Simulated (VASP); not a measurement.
# ZnS (F-43m) in VASP: further runs, part 2 of 2

VASP 6.6.1. The steps go on from the part before.

**3. Single point, r2SCAN (volume changed by +6%)**

POSCAR reads:

```
ZnS
1.0
    0.0000000000      2.7469244599      2.7469244599
    2.7469244599      0.0000000000      2.7469244599
    2.7469244599      2.7469244599      0.0000000000
Zn S
1 1
Direct
    0.0000000000      0.0000000000      0.0000000000
    0.2500000000      0.2500000000      0.2500000000
```

INCAR.step1 reads:

```
PREC = Accurate
ENCUT = 520
ISMEAR = 0
SIGMA = 0.01
LREAL = False
LASPH = True
NELM = 80
NBANDS = 16
GGA = PE
ALGO = Normal
EDIFF = 1E-4
LWAVE = True
LCHARG = False
```

INCAR.step2 reads:

```
PREC = Accurate
ENCUT = 520
EDIFF = 1E-7
ISMEAR = 0
SIGMA = 0.01
LREAL = False
LASPH = True
NELM = 80
ALGO = Normal
ISIF = 2
LWAVE = False
LCHARG = False
METAGGA = R2SCAN
LMIXTAU = True
NBANDS = 16
ISTART = 1
```

KPOINTS reads:

```
regular mesh
0
Gamma
  6 6 6
```

Potentials or basis: VASP PAW PBE potentials, release 64 (Zn, S).

Started as:

```
cat potpaw_PBE.64/Zn/POTCAR potpaw_PBE.64/S/POTCAR > POTCAR
cp INCAR.step1 INCAR
mpirun -np 1 vasp_std > vasp.out
cp INCAR.step2 INCAR
mpirun -np 1 vasp_std > vasp.out
```

OUTCAR:

```text
PREC = Accurate
   ENCUT = 520
   EDIFF = 1E-7
   ISMEAR = 0
   LREAL = False
   LASPH = True
   NELM = 80
   ISIF = 2
   METAGGA = R2SCAN
   ISTART = 1

 ion  position               nearest neighbor table
   1  0.000  0.000  0.000-   2 2.38   2 2.38   2 2.38   2 2.38
   2  0.250  0.250  0.250-   1 2.38   1 2.38   1 2.38   1 2.38

  LATTYP: Found a face centered cubic cell.
 ALAT       =     5.4938489198

  Lattice vectors:

 A1 = (   0.0000000000,   2.7469244599,   2.7469244599)
 A2 = (   2.7469244599,   0.0000000000,   2.7469244599)
 A3 = (   2.7469244599,   2.7469244599,   0.0000000000)

Analysis of symmetry for initial positions (statically):
=====================================================================
 Subroutine PRICEL returns:
 Original cell was already a primitive cell.

 Routine SETGRP: Setting up the symmetry group for a
 face centered cubic supercell.

 Subroutine GETGRP returns: Found 24 space group operations
 (whereof 24 operations were pure point group operations)
 out of a pool of 48 trial point group operations.

The static configuration has the point symmetry T_d .

[... 150 lines left out ...]
  energy without entropy =      -18.83383714  energy(sigma->0) =      -18.83383714

 E-fermi :   1.4368     XC(G=0): -10.0355

 val. band max:        1.3812481822   @ k =   0.0000   0.0000   0.0000
 cond. band min:       3.8273006380   @ k =   0.0000   0.0000   0.0000
 fundamental gap:      2.4460524558
 Fermi energy:         1.4368418475

 k-point     1 :       0.0000    0.0000    0.0000
  band No.  band energies     occupation
      1     -11.9496      2.00000
      2      -4.9363      2.00000
      3      -4.9363      2.00000
      4      -4.9363      2.00000
      5      -4.4526      2.00000
      6      -4.4526      2.00000
[... 281 lines left out ...]
      3      -4.6582      2.00000
      4      -4.5644      2.00000
      5      -4.4313      2.00000
      6      -4.1408      2.00000
[... 8 lines left out ...]
     15      15.7932      0.00000
     16      16.7420      0.00000

------------------------ aborting loop because EDIFF is reached ----------------------------------------

  FORCE on cell =-STRESS in cart. coord.  units (eV):
  Direction    XX          YY          ZZ          XY          YZ          ZX
  --------------------------------------------------------------------------------------
  -------------------------------------------------------------------------------------
  Total       -1.0197608     -1.0197608     -1.0197608      0.0000000     -0.0000000      0.0000000
  in kB      -39.4129341    -39.4129341    -39.4129341      0.0000000     -0.0000000      0.0000000
  external PRESSURE =     -39.4129341 kB  Pullay stress =       0.0000000 kB

 VOLUME and BASIS-vectors are now :
 -----------------------------------------------------------------------------
  energy-cutoff  :      520.00
  volume of cell :       41.45
      direct lattice vectors                 reciprocal lattice vectors
     0.000000000  2.746924460  2.746924460    -0.182021751  0.182021751  0.182021751
     2.746924460  0.000000000  2.746924460     0.182021751 -0.182021751  0.182021751
     2.746924460  2.746924460  0.000000000     0.182021751  0.182021751 -0.182021751

 POSITION                                       TOTAL-FORCE (eV/Angst)
 -----------------------------------------------------------------------------------
      0.00000      0.00000      0.00000         0.000000      0.000000      0.000000
      1.37346      1.37346      1.37346        -0.000000     -0.000000     -0.000000
 -----------------------------------------------------------------------------------
    total drift:                                0.000017      0.000017      0.000017

  FREE ENERGIE OF THE ION-ELECTRON SYSTEM (eV)
  ---------------------------------------------------
  free  energy   TOTEN  =       -18.8338371386 eV

  energy  without entropy=      -18.8338371386  energy(sigma->0) =      -18.83383714
```

OUTCAR.step1:

```text
PREC = Accurate
   ENCUT = 520
   ISMEAR = 0
   LREAL = False
   LASPH = True
[... 515 lines left out ...]
      0.00000      0.00000      0.00000         0.000000     -0.000000     -0.000000
      1.37346      1.37346      1.37346        -0.000000      0.000000      0.000000
 -----------------------------------------------------------------------------------
    total drift:                               -0.000000     -0.000000     -0.000000

  FREE ENERGIE OF THE ION-ELECTRON SYSTEM (eV)
  ---------------------------------------------------
  free  energy   TOTEN  =        -6.8443497560 eV

  energy  without entropy=       -6.8443497560  energy(sigma->0) =       -6.84434976
```

OSZICAR.step1:

```text
N       E                     dE             d eps       ncg     rms          rms(c)
DAV:   1     0.862286025855E+02    0.86229E+02   -0.89758E+03   512   0.129E+03
DAV:   2    -0.168667646801E+01   -0.87915E+02   -0.81761E+02   568   0.249E+02
DAV:   3    -0.721422428402E+01   -0.55275E+01   -0.55079E+01   648   0.620E+01
DAV:   4    -0.727303304096E+01   -0.58809E-01   -0.58799E-01   608   0.673E+00
DAV:   5    -0.727377115729E+01   -0.73812E-03   -0.73809E-03   680   0.700E-01    0.628E+00
DAV:   6    -0.686339550191E+01    0.41038E+00   -0.73937E-01   760   0.291E+01    0.495E+00
DAV:   7    -0.684457126598E+01    0.18824E-01   -0.23480E-01   600   0.426E+00    0.255E+00
DAV:   8    -0.684387538027E+01    0.69589E-03   -0.47873E-03   624   0.717E-01    0.655E-01
DAV:   9    -0.684417614268E+01   -0.30076E-03   -0.11478E-03   648   0.272E-01    0.107E-01
DAV:  10    -0.684435404916E+01   -0.17791E-03   -0.20483E-04   584   0.144E-01    0.574E-02
DAV:  11    -0.684434975604E+01    0.42931E-05   -0.35050E-05   368   0.977E-02
   1 F= -.68443498E+01 E0= -.68443498E+01  d E =-.541864E-14
```

Wall time 42 s (1 thread of Intel Xeon 6975P-C (Granite Rapids), shared host); peak memory 0.17 GiB.

What came out:

| Quantity | Value |
| --- | --- |
| Free energy | -18.8338 eV |
| Pressure | -3.9 GPa |
| Band gap on the k mesh | 2.45 eV, direct |

Caveat: the cell differs from its parent crystal (volume changed by +6%); the PAW data sets were made with another functional, which shifts forces and pressure a little.

**4. Single point, PBE**

This run uses another cell than the first one, of 19.55 Å³/atom, 0.971 times its volume.

INCAR reads:

```
PREC = Accurate
ENCUT = 520
EDIFF = 1E-6
ISMEAR = 0
SIGMA = 0.01
LREAL = F
LASPH = T
NELM = 60
ALGO = Normal
ISIF = 2
LWAVE = F
LCHARG = T
GGA = PE
LELF = T
LVHAR = T
NBANDS = 16
```

KPOINTS reads:

```
Automatic mesh
0
Gamma
  8 8 8
```

POSCAR reads:

```
ZnS
1.0
    0.0000000000      2.6940858328      2.6940858328
    2.6940858328      0.0000000000      2.6940858328
    2.6940858328      2.6940858328      0.0000000000
Zn S
1 1
Direct
    0.0000000000      0.0000000000      0.0000000000
    0.2500000000      0.2500000000      0.2500000000
```

Started as:

```
cat potpaw_PBE.64/Zn/POTCAR potpaw_PBE.64/S/POTCAR > POTCAR
mpirun -np 1 vasp_std > vasp.out
```

It took 11 s on 1 thread of Intel Xeon 6975P-C (Granite Rapids), shared host; peak memory 0.15 GiB.

Results (log left out):

| Item | Value |
| --- | --- |
| Free energy | -6.8425 eV |
| Pressure | 2.5 GPa |
| Band gap on the k mesh | 2.15 eV, direct |

Levels at points of the mesh, in eV from the valence-band top:
| k point | band 5 | band 6 | band 7 | band 8 | band 9 | band 10 | band 11 | band 12 | band 13 | band 14 |
| --- | --- | --- | --- | --- | --- | --- | --- | --- | --- | --- |
| (0.00, 0.00, 0.00) | -5.87 | -5.87 | 0.00 | 0.00 | 0.00 | 2.15 | 6.39 | 6.39 | 6.39 | 11.77 |
| (0.50, 0.00, 0.00) | -5.83 | -5.66 | -5.35 | -0.88 | -0.88 | 3.33 | 6.92 | 6.92 | 8.91 | 12.21 |
| (0.50, 0.50, 0.00) | -5.79 | -5.65 | -4.59 | -2.25 | -2.25 | 3.39 | 4.07 | 11.04 | 12.03 | 12.03 |

Expect the measured gap to be larger: semilocal functionals such as PBE lack the derivative discontinuity.

**5. Single point, r2SCAN**

This run uses another cell than the first one, of 19.55 Å³/atom, 0.971 times its volume.

POSCAR is that of step 4.

INCAR.step1 reads:

```
PREC = Accurate
ENCUT = 520
ISMEAR = 0
SIGMA = 0.01
LREAL = F
LASPH = T
NELM = 60
NBANDS = 16
GGA = PE
ALGO = Normal
EDIFF = 1E-4
LWAVE = T
LCHARG = F
```

INCAR.step2 reads:

```
PREC = Accurate
ENCUT = 520
EDIFF = 1E-6
ISMEAR = 0
SIGMA = 0.01
LREAL = F
LASPH = T
NELM = 60
ALGO = Normal
ISIF = 2
LWAVE = F
LCHARG = F
METAGGA = R2SCAN
LMIXTAU = T
NBANDS = 16
ISTART = 1
```

KPOINTS is that of step 4.

Started as:

```
cat potpaw_PBE.64/Zn/POTCAR potpaw_PBE.64/S/POTCAR > POTCAR
cp INCAR.step1 INCAR
mpirun -np 1 vasp_std > vasp.out
cp INCAR.step2 INCAR
mpirun -np 1 vasp_std > vasp.out
```

Run time: 31 s. Hardware: 1 thread of Intel Xeon 6975P-C (Granite Rapids), shared host; peak memory 0.17 GiB.

Results (log left out):

```yaml
Free_energy: -18.8662 eV
Pressure: 0.0 GPa
Band_gap_on_the_k_mesh: 2.72 eV, direct
```

Levels at points of the mesh, in eV from the valence-band top:
```tsv
k point	band 6	band 7	band 8	band 9	band 10	band 11	band 12	band 13
(0.00, 0.00, 0.00)	-5.98	0.00	0.00	0.00	2.72	6.90	6.90	6.90
(0.50, 0.00, 0.00)	-5.78	-5.46	-0.90	-0.90	3.83	7.39	7.39	9.45
(0.50, 0.50, 0.00)	-5.76	-4.65	-2.31	-2.31	3.71	4.48	11.83	12.89
```

Caveat: the PAW data sets were made with another functional, which shifts forces and pressure a little. r2SCAN opens gaps a little over a GGA but as a rule still falls short of measured ones.

**6. Summary**

```csv
level,cell,k mesh,gap on the mesh (eV),pressure (GPa)
r2SCAN,"a = 3.848 Å, angles 60.0°, 2 atoms",6 × 6 × 6,2.58,-2.1
r2SCAN,"a = 3.885 Å, angles 60.0°, 2 atoms",6 × 6 × 6,2.45,-3.9
PBE,"a = 3.810 Å, angles 60.0°, 2 atoms",8 × 8 × 8,2.15,2.5
r2SCAN,"a = 3.810 Å, angles 60.0°, 2 atoms",8 × 8 × 8,2.72,0.0
```

Alike in all rows: task single point; potentials or basis VASP PAW PBE potentials, release 64 (Zn, S); no spin polarisation; cutoff (eV) 520; smearing gaussian 0.01 eV.

Caveats: the PAW data sets were made with another functional, which shifts forces and pressure a little (some runs).

Absolute energies hang on the potentials; compare differences alone.
